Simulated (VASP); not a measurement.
# Tl (I4/mmm) in VASP: notebook, part 3 of 3

VASP 6.6.1. The steps go on from the part before.

## 4. Single point, LDA (strain +0.000 along x and y, +0.025 along z)

Input file INCAR:

```
SYSTEM = Tl
PREC = Accurate
ENCUT = 520
EDIFF = 1E-7
ISMEAR = 0
SIGMA = 0.15
LREAL = .FALSE.
LASPH = .TRUE.
NELM = 80
ALGO = Fast
ISIF = 2
LWAVE = .FALSE.
LCHARG = .TRUE.
LELF = .TRUE.
LVHAR = .TRUE.
NBANDS = 12
```

Input file KPOINTS:

```
Automatic mesh
0
G
  16 16 16
  0 0 0
```

Input file POSCAR:

```
Tl
1.0
    0.0000000000      2.4663412330      2.5279997638
    2.4663412330      0.0000000000      2.5279997638
    2.4663412330      2.4663412330      0.0000000000
Tl
1
Direct
    0.0000000000      0.0000000000      0.0000000000
```

Potentials or basis: VASP PAW LDA potentials, release 64 (Tl_d).

Command:

```console
$ cat potpaw_LDA.64/Tl_d/POTCAR > POTCAR
$ mpirun -np 1 vasp_std > vasp.out
```

OUTCAR:

```text
SYSTEM = Tl
   PREC = Accurate
   ENCUT = 520
   EDIFF = 1E-7
   ISMEAR = 0
   LREAL = .FALSE.
   LASPH = .TRUE.
   NELM = 80
   ISIF = 2

 ion  position               nearest neighbor table
   1  0.000  0.000  0.000-

  LATTYP: Found a body centered tetragonal cell.
 ALAT       =     3.4879332211
 C/A-ratio  =     1.4495689014

  Lattice vectors:

 A1 = (  -2.4663412330,   0.0000000000,   2.5279997638)
 A2 = (   2.4663412330,   0.0000000000,   2.5279997638)
 A3 = (   0.0000000000,   2.4663412330,  -2.5279997638)

Analysis of symmetry for initial positions (statically):
=====================================================================
 Subroutine PRICEL returns:
 Original cell was already a primitive cell.

 Routine SETGRP: Setting up the symmetry group for a
 body centered tetragonal supercell.

 Subroutine GETGRP returns: Found 16 space group operations
 (whereof 16 operations were pure point group operations)
 out of a pool of 16 trial point group operations.

The static configuration has the point symmetry D_4h.

Analysis of symmetry for dynamics (positions and initial velocities):
=====================================================================
 Subroutine PRICEL returns:
 Original cell was already a primitive cell.

 Routine SETGRP: Setting up the symmetry group for a
 body centered tetragonal supercell.

 Subroutine GETGRP returns: Found 16 space group operations
 (whereof 16 operations were pure point group operations)
 out of a pool of 16 trial point group operations.

The dynamic configuration has the point symmetry D_4h.

 Subroutine INISYM returns: Found 16 space group operations
 (whereof 16 operations are pure point group operations),
 and found     1 'primitive' translations

----------------------------------------------------------------------------------------

                                     Primitive cell

  volume of cell :      30.7548

  direct lattice vectors                    reciprocal lattice vectors
     0.000000000  2.466341233  2.527999764    -0.202729449  0.202729449  0.197784829
     2.466341233  0.000000000  2.527999764     0.202729449 -0.202729449  0.197784829
     2.466341233  2.466341233  0.000000000     0.202729449  0.202729449 -0.197784829

  length of vectors
     3.531801507  3.531801507  3.487933221     0.348306327  0.348306327  0.348306327

  position of ions in fractional coordinates (direct lattice)
     0.000000000  0.000000000  0.000000000

  ion indices of the primitive-cell ions
   primitive index   ion index
                 1           1

----------------------------------------------------------------------------------------

 KPOINTS: Automatic mesh

Automatic generation of k-mesh.
 Grid dimensions read from file:
 generate k-points for:   16   16   16

 Generating k-lattice:

  Cartesian coordinates                     Fractional coordinates (reciprocal lattice)
    -0.012670591  0.012670591  0.012361552     0.062500000  0.000000000  0.000000000
     0.012670591 -0.012670591  0.012361552     0.000000000  0.062500000  0.000000000
     0.012670591  0.012670591 -0.012361552     0.000000000  0.000000000  0.062500000

  Length of vectors
     0.021769145  0.021769145  0.021769145

  Shift w.r.t. Gamma in fractional coordinates (k-lattice)
     0.000000000  0.000000000  0.000000000

 Subroutine IBZKPT returns following result:
 ===========================================

 Found    349 irreducible k-points:

 Following reciprocal coordinates:
            Coordinates               Weight
  0.000000  0.000000  0.000000      1.000000
  0.062500 -0.000000  0.000000      8.000000
  0.125000 -0.000000  0.000000      8.000000
  0.187500 -0.000000  0.000000      8.000000
  0.250000 -0.000000  0.000000      8.000000
  0.312500 -0.000000  0.000000      8.000000
[... 16 lines left out ...]
 -0.125000  0.062500  0.000000      8.000000
 -0.062500  0.062500  0.000000      4.000000
 [... further k-points ...]
   k-points           NKPTS =    349   k-points in BZ     NKDIM =    349   number of bands    NBANDS=     12
   number of dos      NEDOS =    301   number of ions     NIONS =      1
   total plane-waves  NPLWV =  21952
   dimension x,y,z NGX =    28 NGY =   28 NGZ =   28
   dimension x,y,z NGXF=    56 NGYF=   56 NGZF=   56
   ions per type =               1
   NGX,Y,Z   is equivalent  to a cutoff of  13.18, 13.18, 13.35 a.u.
   NGXF,Y,Z  is equivalent  to a cutoff of  26.36, 26.36, 26.69 a.u.
 SYSTEM =  Tl
   PREC   = accura    normal or accurate (medium, high low for compatibility)
   ISTART =      0    job   : 0-new  1-cont  2-samecut
   ICHARG =      2    charge: 1-file 2-atom 10-const
   ISPIN  =      1    spin polarized calculation?
   LNONCOLLINEAR =      F non collinear calculations
   LSORBIT =      F    spin-orbit coupling
   LASPH  =      T    aspherical Exc in radial PAW
   ENCUT  =  520.0 eV  38.22 Ry    6.18 a.u.   6.57  6.57  6.49*2*pi/ulx,y,z
   NELM   =     80;   NELMIN=  2; NELMDL= -5     # of ELM steps
   EDIFF  = 0.1E-06   stopping-criterion for ELM
   LREAL  =      F    real-space projection
   EDIFFG = 0.1E-05   stopping-criterion for IOM
   NSW    =      0    number of steps for IOM
   IBRION =     -1    ionic relax: 0-MD 1-quasi-New 2-CG
   NFREE  =      0    steps in history (QN), initial steepest desc. (CG)
   ISIF   =      2    stress and relaxation
   ISYM   =      2    0-nonsym 1-usesym 2-fastsym
   POTIM  = 0.5000    time-step for ionic-motion
   TEBEG  =    0.0;   TEEND  =   0.0 temperature during run
   PSTRESS=    0.0 pullay stress
   NELECT =      13.0000    total number of electrons
   NUPDOWN=      -1.0000    fix difference up-down
   EMIN   =  10.00;   EMAX   =-10.00  energy-range for DOS
   EFERMI =   0.00;   METHOD = LEGACY
   ISMEAR =     0;   SIGMA  =   0.15  broadening in eV -4-tet -1-fermi 0-gaus
   EFERMI_NEDOS =   21; number of points for ismear=-14 and -15
   IALGO  =     68    algorithm
   IMIX   =      4    mixing-type and parameters
     AMIX     =   0.40;   BMIX     =  1.00
     AMIX_MAG =   1.60;   BMIX_MAG =  1.00
  volume/ion in A,a.u.               =      30.75       207.54
  Fermi-wavevector in a.u.,A,eV,Ry     =   1.228622  2.321758 20.538146  1.509511
  Thomas-Fermi vector in A             =   2.363540
   LORBIT       =      0    0 simple, 1 ext, 2 COOP (PROOUT), +10 PAW based schemes
   GGA     = CA    functional components
   LHFCALC =     F    Hartree Fock is set to
   AEXX    =    0.0000 exact exchange contribution
   IVDW    =     0    specifies the selected vdW correction
   LEPSILON=     F    determine dielectric tensor
   LRPA    =     F    only Hartree local field effects (RPA)
 non-spin polarized calculation
 RMM-DIIS sequential band-by-band and
 Gauss-broadening in eV      SIGMA  =   0.15
  energy-cutoff  :      520.00
  volume of cell :       30.75
 maximum number of plane-waves:       869
   NGX = 13   NGY = 13   NGZ = 13

 number of electron      13.0000003 magnetization

 Free energy of the ion-electron system (eV)
  ---------------------------------------------------
  ext. energy  EPLUGINS =         0.00000000
  ---------------------------------------------------
  free energy    TOTEN  =        -2.87541365 eV

  energy without entropy =       -2.86847105  energy(sigma->0) =       -2.87194235

 E-fermi :   5.5020     XC(G=0): -10.1500

 val. band max:        5.5009252243   @ k =  -0.1875   0.3750   0.2500
 cond. band min:       5.5072998234   @ k =   0.4375   0.1875   0.0000
 fundamental gap:      0.0063745991
 Fermi energy:         5.5020448489

 k-point     1 :       0.0000    0.0000    0.0000
  band No.  band energies     occupation
      1      -5.9560      2.00000
      2      -5.9090      2.00000
      3      -5.9090      2.00000
      4      -5.7133      2.00000
      5      -5.6709      2.00000
      6      -4.0454      2.00000
      7      15.1273      0.00000
      8      15.1273      0.00000
      9      15.1841      0.00000
     10      16.4195      0.00000
     11      19.1094      0.00000
     12      19.9551      0.00000
[... 331 lines left out ...]
 k-point    24 :      -0.0625    0.0625    0.0000
  band No.  band energies     occupation
      1      -5.9250      2.00000
      2      -5.9199      2.00000
      3      -5.8891      2.00000
      4      -5.7036      2.00000
      5      -5.6858      2.00000
      6      -3.8325      2.00000
      7      13.2937      0.00000
      8      14.0809      0.00000
      9      15.2839      0.00000
     10      16.4212      0.00000
     11      19.4321      0.00000
     12      20.0132      0.00000

 [... further k-points ...]

------------------------ aborting loop because EDIFF is reached ----------------------------------------

  FORCE on cell =-STRESS in cart. coord.  units (eV):
  Direction    XX          YY          ZZ          XY          YZ          ZX
  --------------------------------------------------------------------------------------
  -------------------------------------------------------------------------------------
  Total       -0.7845796     -0.7845796     -0.7324081      0.0000000      0.0000000      0.0000000
  in kB      -40.8727840    -40.8727840    -38.1549048      0.0000000      0.0000000      0.0000000
  external PRESSURE =     -39.9668243 kB  Pullay stress =       0.0000000 kB

 VOLUME and BASIS-vectors are now :
 -----------------------------------------------------------------------------
  energy-cutoff  :      520.00
  volume of cell :       30.75
      direct lattice vectors                 reciprocal lattice vectors
     0.000000000  2.466341233  2.527999764    -0.202729449  0.202729449  0.197784829
     2.466341233  0.000000000  2.527999764     0.202729449 -0.202729449  0.197784829
     2.466341233  2.466341233  0.000000000     0.202729449  0.202729449 -0.197784829

 POSITION                                       TOTAL-FORCE (eV/Angst)
 -----------------------------------------------------------------------------------
      0.00000      0.00000      0.00000        -0.000000      0.000000      0.000000
 -----------------------------------------------------------------------------------
    total drift:                               -0.000000     -0.000000     -0.000000

  FREE ENERGIE OF THE ION-ELECTRON SYSTEM (eV)
  ---------------------------------------------------
  free  energy   TOTEN  =        -2.8754136503 eV

  energy  without entropy=       -2.8684710482  energy(sigma->0) =       -2.87194235
```

OSZICAR:

```text
N       E                     dE             d eps       ncg     rms          rms(c)
DAV:   1     0.497452830036E+02    0.49745E+02   -0.66479E+03  8984   0.930E+02
DAV:   2    -0.230000120278E+01   -0.52045E+02   -0.51085E+02  9432   0.210E+02
DAV:   3    -0.290096430398E+01   -0.60096E+00   -0.60034E+00 10164   0.205E+01
DAV:   4    -0.290380446611E+01   -0.28402E-02   -0.28400E-02  9852   0.163E+00
DAV:   5    -0.290383994166E+01   -0.35476E-04   -0.35476E-04 10244   0.177E-01    0.174E+00
RMM:   6    -0.288001065012E+01    0.23829E-01   -0.30274E-02  8424   0.138E+00    0.122E+00
RMM:   7    -0.287580841671E+01    0.42022E-02   -0.12209E-02  8775   0.947E-01    0.563E-01
RMM:   8    -0.287541950712E+01    0.38891E-03   -0.77295E-04  9205   0.239E-01    0.650E-02
RMM:   9    -0.287541342343E+01    0.60837E-05   -0.73374E-05  9538   0.788E-02    0.995E-03
RMM:  10    -0.287541349277E+01   -0.69332E-07   -0.10287E-05  9554   0.331E-02    0.229E-03
RMM:  11    -0.287541361218E+01   -0.11942E-06   -0.16904E-06  9632   0.130E-02    0.699E-04
RMM:  12    -0.287541365033E+01   -0.38149E-07   -0.37533E-07  7197   0.504E-03
   1 F= -.28754137E+01 E0= -.28719423E+01  d E =-.694260E-02
```

Run time: 67 s. Hardware: 1 thread of Intel Xeon Platinum 8559C (Emerald Rapids), shared host; peak memory 0.23 GiB.

What came out:

* Free energy: -2.8754 eV
* Pressure: -4.0 GPa

Stress tensor (GPa, compression positive):
```
-4.09  0.00  0.00
 0.00 -4.09  0.00
 0.00  0.00 -3.82
```

Caveat: the cell differs from its parent crystal (strain +0.000 along x and y, +0.025 along z); spin-orbit coupling is left out, which moves the levels of the heavy elements.

## 5. Single point, LDA (strain +0.000 along x and y, +0.050 along z)

Input file INCAR:

```
ALGO = Normal
EDIFF = 1E-6
ENCUT = 520
ISIF = 2
ISMEAR = 0
LASPH = T
LCHARG = F
LREAL = F
LWAVE = F
NBANDS = 12
NELM = 80
PREC = Accurate
SIGMA = 0.15
```

Input file KPOINTS:

```
k-points
0
Gamma
  16 16 16
```

Input file POSCAR:

```
Tl
1.0
    0.0000000000      2.4663412330      2.5896582946
    2.4663412330      0.0000000000      2.5896582946
    2.4663412330      2.4663412330      0.0000000000
Tl
1
Direct
    0.0000000000      0.0000000000      0.0000000000
```

Command:

```console
$ cat potpaw_LDA.64/Tl_d/POTCAR > POTCAR
$ mpirun -np 1 vasp_std > vasp.out
```

It took 39 s on 1 thread of Intel Xeon Platinum 8559C (Emerald Rapids), shared host; peak memory 0.23 GiB.

It converged, with:

```yaml
Free_energy: -2.8571 eV
Pressure: -4.4 GPa
```

Stress tensor (GPa, compression positive):
```
-4.52  0.00  0.00
 0.00 -4.52  0.00
 0.00  0.00 -4.16
```

Levels at points of the mesh, in eV from the Fermi level:
```
           k point  band 3  band 4  band 5  band 6  band 7  band 8  band 9  band 10
(0.00, 0.00, 0.00)  -11.36  -11.21  -11.13   -9.39    9.43    9.43    9.52    10.91
(0.50, 0.00, 0.00)  -11.34  -10.99  -10.96   -5.30   -2.49    7.10    7.99    10.41
(0.50, 0.50, 0.00)  -10.98  -10.93  -10.93   -4.20   -1.77    4.26    4.26     7.54
(0.50, 0.00, 0.50)  -10.99  -10.95  -10.89   -3.61   -1.37    3.54    3.82     6.98
```

Caveat: the cell differs from its parent crystal (strain +0.000 along x and y, +0.050 along z); spin-orbit coupling is left out, which moves the levels of the heavy elements.

## 6. Single point, LDA (strain +0.025 along x and y, +0.000 along z)

Input file INCAR:

```
SYSTEM = Tl
  ALGO = Normal
  EDIFF = 1E-6
  ENCUT = 520
  GGA = CA
  ISIF = 2
  ISMEAR = 0
  LASPH = .TRUE.
  LCHARG = .FALSE.
  LREAL = .FALSE.
  LWAVE = .FALSE.
  NBANDS = 12
  NELM = 100
  PREC = Accurate
  SIGMA = 0.15
```

Input file KPOINTS:

```
k-points
0
G
  16 16 16
  0 0 0
```

Input file POSCAR:

```
Tl
1.0
    0.0000000000      2.5279997638      2.4663412330
    2.5279997638      0.0000000000      2.4663412330
    2.5279997638      2.5279997638      0.0000000000
Tl
1
Direct
    0.0000000000      0.0000000000      0.0000000000
```

Potentials or basis: VASP PAW LDA potentials, release 64 (Tl_d).

Command:

```console
$ cat potpaw_LDA.64/Tl_d/POTCAR > POTCAR
$ mpirun -np 1 vasp_std > vasp.out
```

Wall time 39 s (1 thread of Intel Xeon Platinum 8559C (Emerald Rapids), shared host); peak memory 0.23 GiB.

Results (log left out):

```
Free energy : -2.8552 eV
Pressure    : -4.4 GPa
```

Levels at points of the mesh, in eV from the Fermi level:
```csv
k point,band 4,band 5,band 6,band 7,band 8,band 9
"(0.00, 0.00, 0.00)",-11.20,-11.17,-9.40,9.40,9.45,9.45
"(0.50, 0.00, 0.00)",-11.00,-10.98,-5.32,-2.50,7.35,7.73
"(0.50, 0.50, 0.00)",-10.93,-10.93,-3.63,-1.38,3.65,3.65
"(0.50, 0.00, 0.50)",-10.95,-10.92,-3.92,-1.59,3.88,4.02
```

Caveat: the cell differs from its parent crystal (strain +0.025 along x and y, +0.000 along z); spin-orbit coupling is left out, which moves the levels of the heavy elements.

## 7. Summary

```csv
cell,gap on the mesh (eV),pressure (GPa)
"a = 3.445, b = 3.445, c = 3.401 Å, angles 60.4, 60.4, 59.2°, 1 atom",none,-2.0
"a = 3.445, b = 3.445, c = 3.488 Å, angles 59.6, 59.6, 60.8°, 1 atom",none,-2.7
"a = 3.532, b = 3.532, c = 3.488 Å, angles 60.4, 60.4, 59.2°, 1 atom",none,-4.0
"a = 3.576, b = 3.576, c = 3.488 Å, angles 60.8, 60.8, 58.4°, 1 atom",none,-4.4
"a = 3.532, b = 3.532, c = 3.575 Å, angles 59.6, 59.6, 60.8°, 1 atom",none,-4.4
```

Alike in all rows: task single point; level LDA; potentials or basis VASP PAW LDA potentials, release 64 (Tl_d); no spin polarisation; k mesh 16 × 16 × 16; cutoff (eV) 520; smearing gaussian 0.15 eV.

Caveats: spin-orbit coupling is left out, which moves the levels of the heavy elements.

Total energies depend on the potentials used, so only differences within one code and one set of settings carry meaning.
